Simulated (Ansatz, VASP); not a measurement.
Two plane-wave programs on BAs

Contents of INCAR:

```
SYSTEM = BAs
PREC = Accurate ; ENCUT = 520
EDIFF = 1E-7 ; ISMEAR = 0
SIGMA = 0.01 ; LREAL = .False.
LASPH = .True. ; NELM = 60
ALGO = Normal ; ISIF = 2
LWAVE = .False. ; LCHARG = .False.
GGA = PE ; NBANDS = 11
```

Contents of KPOINTS:

```
regular mesh
0
Gamma
  8 8 8
  0 0 0
```

File POSCAR:

```
BAs
1.0
    0.0000000000      2.3553216514      2.3553216514
    2.3553216514      0.0000000000      2.3553216514
    2.3553216514      2.3553216514      0.0000000000
B As
1 1
Direct
    0.0000000000      0.0000000000      0.0000000000
    0.2500000000      0.2500000000      0.2500000000
```

Input for Ansatz:

```yaml
crystal:
  lattice:
    - [0.0, 2.3553216514, 2.3553216514]
    - [2.3553216514, 0.0, 2.3553216514]
    - [2.3553216514, 2.3553216514, 0.0]
  atoms:
    - { symbol: B, position: [0.0, 0.0, 0.0] }
    - { symbol: As, position: [0.25, 0.25, 0.25] }
kpoints:
  mp_grid: { grid: [8, 8, 8] }
hamiltonian:
  xc: pbe
scf:
  occupations: { method: fixed }
  n_extra_bands: 4
output:
  forces: true
  stress: true
  eigenvalues: true
```

Alike in both runs: task single point; functional PBE; k mesh 8 × 8 × 8; no spin polarisation.

|  | VASP | Ansatz |
| --- | --- | --- |
| version | VASP 6.6.1 | Ansatz 0.2.0 |
| potentials or method | VASP PAW PBE potentials, release 64 (B, As) | plane waves, PAW |
| plane-wave cutoff (eV) | 520 | 420 |
| occupations | gaussian, width 0.01 eV | fixed |
| valence electrons in the cell | 8 | 18 |

```csv
,VASP,Ansatz,Ansatz less VASP
gap on the k mesh at the Fermi level (eV),1.15,1.16,+0.009
pressure (GPa),10.1,9.3,-0.81
```

VASP's potentials hold 8 valence electrons a cell and Ansatz's 18, so a difference there can come from the potentials and not from the codes.
